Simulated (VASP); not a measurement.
# La (Im-3m) in VASP: further runs

The runs below take La through single point, relaxation of cell and atoms, with LDA.

Everything below comes from runs of VASP 6.6.1. Logs are shortened: lines on timing, memory, paths and dates and some standing lists are left out, and cuts for length are marked.

## Step 1: The cell of the first run

It takes space group Im-3m (No. 229, cubic). Conventional cell: a = 4.049 Å, b = 4.049 Å, c = 4.049 Å, α = 90.00°, β = 90.00°, γ = 90.00°. Within 4.6 Å of La (site symmetry m-3m) lie 14 La at 3.51 to 4.05 Å.

## Step 2: Single point, LDA

INCAR

```
  PREC = Accurate
  ENCUT = 520
  EDIFF = 1E-6
  ISMEAR = 1
  SIGMA = 0.05
  LREAL = F
  LASPH = T
  NELM = 80
  ALGO = Normal
  ISIF = 2
  LWAVE = F
  LCHARG = T
  GGA = CA
  LELF = T
  LVHAR = T
  NBANDS = 12
```

KPOINTS

```
Automatic mesh
0
Gamma
  8 8 8
```

POSCAR

```
La
1.0
    2.0247425706      2.0247425706      2.0247425706
   -2.0247425706      2.0247425706      2.0247425706
   -2.0247425706     -2.0247425706      2.0247425706
La
1
Direct
    0.0000000000      0.0000000000      0.0000000000
```

Potentials or basis: VASP PAW LDA potentials, release 64 (La).

Started as:

```
$ cat potpaw_LDA.64/La/POTCAR > POTCAR
$ mpirun -np 1 vasp_std > vasp.out
```

OUTCAR:

```text
PREC = Accurate
   ENCUT = 520
   EDIFF = 1E-6
   ISMEAR = 1
   LREAL = F
   LASPH = T
   NELM = 80
   ISIF = 2
   GGA = CA

 ion  position               nearest neighbor table
   1  0.000  0.000  0.000-

  LATTYP: Found a body centered cubic cell.
 ALAT       =     4.0494851412

  Lattice vectors:

 A1 = (   2.0247425706,  -2.0247425706,  -2.0247425706)
 A2 = (   2.0247425706,   2.0247425706,   2.0247425706)
 A3 = (  -2.0247425706,  -2.0247425706,   2.0247425706)

Analysis of symmetry for initial positions (statically):
=====================================================================
 Subroutine PRICEL returns:
 Original cell was already a primitive cell.

 Routine SETGRP: Setting up the symmetry group for a
 body centered cubic supercell.

 Subroutine GETGRP returns: Found 48 space group operations
 (whereof 48 operations were pure point group operations)
 out of a pool of 48 trial point group operations.

The static configuration has the point symmetry O_h .

Analysis of symmetry for dynamics (positions and initial velocities):
=====================================================================
 Subroutine PRICEL returns:
 Original cell was already a primitive cell.

 Routine SETGRP: Setting up the symmetry group for a
 body centered cubic supercell.

 Subroutine GETGRP returns: Found 48 space group operations
 (whereof 48 operations were pure point group operations)
 out of a pool of 48 trial point group operations.

The dynamic configuration has the point symmetry O_h .

 Subroutine INISYM returns: Found 48 space group operations
 (whereof 48 operations are pure point group operations),
 and found     1 'primitive' translations

----------------------------------------------------------------------------------------

                                     Primitive cell

  volume of cell :      33.2024

  direct lattice vectors                    reciprocal lattice vectors
     2.024742571  2.024742571  2.024742571     0.246944973  0.000000000  0.246944973
    -2.024742571  2.024742571  2.024742571    -0.246944973  0.246944973  0.000000000
    -2.024742571 -2.024742571  2.024742571     0.000000000 -0.246944973  0.246944973

  length of vectors
     3.506957005  3.506957005  3.506957005     0.349232930  0.349232930  0.349232930

  position of ions in fractional coordinates (direct lattice)
     0.000000000  0.000000000  0.000000000

  ion indices of the primitive-cell ions
   primitive index   ion index
[... 81 lines left out ...]
   POTIM  = 0.5000    time-step for ionic-motion
   TEBEG  =    0.0;   TEEND  =   0.0 temperature during run
   PSTRESS=    0.0 pullay stress
   NELECT =      11.0000    total number of electrons
   NUPDOWN=      -1.0000    fix difference up-down
   EMIN   =  10.00;   EMAX   =-10.00  energy-range for DOS
   EFERMI =   0.00;   METHOD = LEGACY
   ISMEAR =     1;   SIGMA  =   0.05  broadening in eV -4-tet -1-fermi 0-gaus
   EFERMI_NEDOS =   21; number of points for ismear=-14 and -15
   IALGO  =     38    algorithm
   IMIX   =      4    mixing-type and parameters
     AMIX     =   0.40;   BMIX     =  1.00
     AMIX_MAG =   1.60;   BMIX_MAG =  1.00
  volume/ion in A,a.u.               =      33.20       224.06
  Fermi-wavevector in a.u.,A,eV,Ry     =   1.132790  2.140662 17.459163  1.283212
  Thomas-Fermi vector in A             =   2.269491
   LORBIT       =      0    0 simple, 1 ext, 2 COOP (PROOUT), +10 PAW based schemes
   GGA     = CA    functional components
   LHFCALC =     F    Hartree Fock is set to
   AEXX    =    0.0000 exact exchange contribution
   IVDW    =     0    specifies the selected vdW correction
   LEPSILON=     F    determine dielectric tensor
   LRPA    =     F    only Hartree local field effects (RPA)
 non-spin polarized calculation
 Methfessel and Paxton  Order N= 1 SIGMA  =   0.05
  energy-cutoff  :      520.00
  volume of cell :       33.20
 maximum number of plane-waves:       935
 NGX is ok and might be reduce to    28
   NGX = 13   NGY = 13   NGZ = 13

 number of electron      11.0000000 magnetization

 Free energy of the ion-electron system (eV)
  ---------------------------------------------------
  ext. energy  EPLUGINS =         0.00000000
  ---------------------------------------------------
  free energy    TOTEN  =        -5.44329717 eV

  energy without entropy =       -5.44229828  energy(sigma->0) =       -5.44296421

 E-fermi :   8.7330     XC(G=0): -10.2286

 val. band max:        8.7289585574   @ k =   0.5000   0.2500   0.1250
 cond. band min:       8.7497050296   @ k =   0.5000   0.2500   0.0000
 fundamental gap:      0.0207464722
 Fermi energy:         8.7329707121

 k-point     1 :       0.0000    0.0000    0.0000
  band No.  band energies     occupation
      1     -23.8937      2.00000
      2      -6.5944      2.00000
      3      -6.5944      2.00000
      4      -6.5944      2.00000
      5       5.6922      2.00000
      6      10.2233      0.00000
      7      10.2233      0.00000
      8      10.2233      0.00000
      9      10.3337      0.00000
     10      10.3337      0.00000
     11      10.3337      0.00000
     12      11.1170      0.00000
[... 331 lines left out ...]
 k-point    24 :       0.5000    0.2500    0.2500
  band No.  band energies     occupation
      1     -23.4574      2.00000
      2      -8.2037      2.00000
      3      -7.5465      2.00000
      4      -7.2898      2.00000
      5       7.4508      2.00000
      6       8.3527      2.00000
      7       9.8771      0.00000
      8       9.8815      0.00000
      9      10.5829      0.00000
     10      10.7912      0.00000
     11      11.0796      0.00000
     12      11.1356      0.00000

 [... further k-points ...]

------------------------ aborting loop because EDIFF is reached ----------------------------------------

  FORCE on cell =-STRESS in cart. coord.  units (eV):
  Direction    XX          YY          ZZ          XY          YZ          ZX
  --------------------------------------------------------------------------------------
  -------------------------------------------------------------------------------------
  Total       -0.0107588     -0.0107588     -0.0107588     -0.0000000     -0.0000000     -0.0000000
  in kB       -0.5191628     -0.5191628     -0.5191628     -0.0000000     -0.0000000     -0.0000000
  external PRESSURE =      -0.5191628 kB  Pullay stress =       0.0000000 kB

 VOLUME and BASIS-vectors are now :
 -----------------------------------------------------------------------------
  energy-cutoff  :      520.00
  volume of cell :       33.20
      direct lattice vectors                 reciprocal lattice vectors
     2.024742571  2.024742571  2.024742571     0.246944973  0.000000000  0.246944973
    -2.024742571  2.024742571  2.024742571    -0.246944973  0.246944973  0.000000000
    -2.024742571 -2.024742571  2.024742571     0.000000000 -0.246944973  0.246944973

 POSITION                                       TOTAL-FORCE (eV/Angst)
 -----------------------------------------------------------------------------------
      0.00000      0.00000      0.00000         0.000000     -0.000000     -0.000000
 -----------------------------------------------------------------------------------
    total drift:                                0.000000      0.000000      0.000000

  FREE ENERGIE OF THE ION-ELECTRON SYSTEM (eV)
  ---------------------------------------------------
  free  energy   TOTEN  =        -5.4432971711 eV

  energy  without entropy=       -5.4422982834  energy(sigma->0) =       -5.44296421
```

OSZICAR:

```text
N       E                     dE             d eps       ncg     rms          rms(c)
DAV:   1     0.943796610988E+02    0.94380E+02   -0.38540E+03   712   0.120E+03
DAV:   2     0.794160331918E+00   -0.93586E+02   -0.89637E+02   888   0.180E+02
DAV:   3    -0.516695409237E+01   -0.59611E+01   -0.57588E+01   988   0.746E+01
DAV:   4    -0.546874126388E+01   -0.30179E+00   -0.30087E+00  1268   0.123E+01
DAV:   5    -0.548156614700E+01   -0.12825E-01   -0.12640E-01  1120   0.236E+00    0.252E+00
DAV:   6    -0.545767962815E+01    0.23887E-01   -0.15401E-02  1356   0.912E-01    0.144E+00
DAV:   7    -0.544364182906E+01    0.14038E-01   -0.70409E-03  1272   0.524E-01    0.154E-01
DAV:   8    -0.544327618490E+01    0.36564E-03   -0.33153E-04  1232   0.137E-01    0.204E-02
DAV:   9    -0.544328694071E+01   -0.10756E-04   -0.21501E-05  1344   0.238E-02    0.172E-02
DAV:  10    -0.544329725010E+01   -0.10309E-04   -0.60529E-06  1192   0.202E-02    0.762E-03
DAV:  11    -0.544329717107E+01    0.79028E-07   -0.50655E-07   876   0.542E-03
   1 F= -.54432972E+01 E0= -.54429642E+01  d E =-.998888E-03
```

stdout:

```text
POSCAR found type information on POSCAR La
 POSCAR found :  1 types and       1 ions
 scaLAPACK will be used
 LDA part: xc-table for (Slater(with rela. corr.)+CA(PZ))
 , standard interpolation
 POSCAR, INCAR and KPOINTS ok, starting setup
 FFT: planning ... GRIDC
 FFT: planning ... GRID_SOFT
 FFT: planning ... GRID
 WAVECAR not read
 entering main loop
```

Run time: 10 s. Hardware: 1 thread of Intel Xeon 6975P-C, shared host; peak memory 0.16 GiB.

Results:

| Property | Result |
| --- | --- |
| Free energy | -5.4433 eV |
| Pressure | -0.1 GPa |

Levels at points of the mesh, in eV from the Fermi level:
```
           k point  band 3  band 4  band 5  band 6  band 7  band 8  band 9  band 10
(0.00, 0.00, 0.00)  -15.33  -15.33   -3.04    1.49    1.49    1.49    1.60     1.60
(0.50, 0.00, 0.00)  -15.92  -15.36   -1.95   -0.30    1.51    1.69    1.92     2.24
(0.50, 0.50, 0.50)  -16.61  -16.61   -2.17   -2.17    1.66    1.90    1.90     1.90
```

Caveat: spin-orbit coupling is left out, which moves the levels of the heavy elements.

## Step 3: Relaxation of cell and atoms, LDA

This run uses another cell than the first one, of 37.31 Å³/atom, 1.124 times its volume.

INCAR

```
  PREC = Accurate
  ENCUT = 600
  EDIFF = 1E-7
  ISMEAR = 1
  SIGMA = 0.05
  LREAL = False
  LASPH = True
  NELM = 80
  ALGO = Normal
  ISIF = 3
  LWAVE = False
  LCHARG = False
  IBRION = 2
  NSW = 80
  EDIFFG = -0.01
```

KPOINTS is that of step 2.

POSCAR

```
La
1.0
    2.1050000000      2.1050000000      2.1050000000
   -2.1050000000      2.1050000000      2.1050000000
   -2.1050000000     -2.1050000000      2.1050000000
La
1
Direct
    0.0000000000      0.0000000000      0.0000000000
```

Potentials or basis: VASP PAW LDA potentials, release 64 (La).

Started as:

```
$ cat potpaw_LDA.64/La/POTCAR > POTCAR
$ mpirun -np 1 vasp_std > vasp.out
```

It took 11 s on 1 thread of Intel Xeon 6975P-C (Granite Rapids), shared host; peak memory 0.17 GiB.

It converged, with:

```yaml
Free_energy: -5.4436 eV
Relaxed_volume: 33.18 Å³/atom
Relaxed_cell: a = 3.506 Å, b = 3.506 Å, c = 3.506 Å, α = 70.53°, β = 109.47°, γ = 70.53°
Space_group_after_relaxing_to_0.05_Å: Im-3m (No. 229)
Energy_gained_by_relaxing: 47.9 meV/atom
Ionic_steps: 2
Pressure_after_relaxing: 0.0 GPa
```

The path:
| step | energy change (eV) | largest force (eV/Å) | pressure (GPa) | volume (Å³) |
| --- | --- | --- | --- | --- |
| 1 | 0.0000 | 0.0000 | -3.41 | 37.31 |
| 2 | -0.0479 | 0.0000 | -0.01 | 33.18 |

Final structure:
```cif
data_structure
_symmetry_space_group_name_H-M 'P 1'
_symmetry_Int_Tables_number 1
_cell_length_a 3.5061
_cell_length_b 3.5061
_cell_length_c 3.5061
_cell_angle_alpha 70.529
_cell_angle_beta 109.471
_cell_angle_gamma 70.529
_cell_volume 33.18
loop_
_atom_site_label
_atom_site_type_symbol
_atom_site_fract_x
_atom_site_fract_y
_atom_site_fract_z
_atom_site_occupancy
La1 La 0.00000 0.00000 0.00000 1
```

Levels at points of the mesh, in eV from the Fermi level:
```
           k point  band 4  band 5  band 6  band 7  band 8  band 9
(0.00, 0.00, 0.00)  -15.32   -3.04    1.49    1.49    1.49    1.60
(0.50, 0.00, 0.00)  -15.36   -1.95   -0.30    1.51    1.69    1.92
(0.50, 0.50, 0.50)  -16.61   -2.18   -2.18    1.66    1.90    1.90
```

Caveat: spin-orbit coupling is left out, which moves the levels of the heavy elements.
